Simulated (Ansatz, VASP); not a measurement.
## Two plane-wave programs on Sn

INCAR

```
ALGO     = Normal         # electronic algorithm
EDIFF    = 1E-7           # SCF threshold, eV
ENCUT    = 520            # plane-wave cutoff, eV
GGA      = PS             # functional
ISIF     = 2              # what is computed and relaxed
ISMEAR   = 0              # smearing method
LASPH    = T              # aspherical terms in the spheres
LCHARG   = T              # write CHGCAR
LELF     = T              # ELF
LREAL    = F              # projectors in reciprocal space
LVHAR    = T            
LWAVE    = F              # write WAVECAR
NBANDS   = 21             # bands
NELM     = 100            # most SCF steps
PREC     = Accurate       # precision mode
SIGMA    = 0.1            # smearing width, eV
```

The input KPOINTS:

```
k-points
0
Gamma
  12 12 12
```

The input POSCAR:

```
Sn
1.0
    0.0000000000      3.2333428000      3.2333428000
    3.2333428000      0.0000000000      3.2333428000
    3.2333428000      3.2333428000      0.0000000000
Sn
2
Direct
    0.0000000000      0.0000000000      0.0000000000
    0.2500000000      0.2500000000      0.2500000000
```

Input for Ansatz:

```yaml
crystal:
  lattice:
    - [0.0, 3.2333428, 3.2333428]
    - [3.2333428, 0.0, 3.2333428]
    - [3.2333428, 3.2333428, 0.0]
  atoms:
    - { symbol: Sn, position: [0.0, 0.0, 0.0] }
    - { symbol: Sn, position: [0.25, 0.25, 0.25] }
basis:
  ecutwfc: 420
kpoints:
  mp_grid: { grid: [12, 12, 12] }
hamiltonian:
  xc: pbesol
scf:
  occupations: { method: gaussian, width: 0.1 }
output:
  forces: true
  stress: true
  eigenvalues: true
  populations: true
```

Alike in both runs: task single point; functional PBEsol; k mesh 12 × 12 × 12; occupations gaussian, width 0.1 eV; no spin polarisation.

```csv
,VASP,Ansatz
version,VASP 6.6.1,Ansatz 0.2.0
potentials or method,"VASP PAW PBE potentials, release 64 (Sn_d), cutoff 520 eV","scalar-relativistic, plane waves, PAW"
valence electrons in the cell,28,28
```

```csv
,VASP,Ansatz,Ansatz less VASP
gap on the k mesh at the Fermi level (eV),none,none,-
pressure (GPa),1.5,1.5,+0.07
```

VASP's potentials were made for PBE, not for PBEsol. A gap of «none» marks a metal or a gap that the smearing closes.
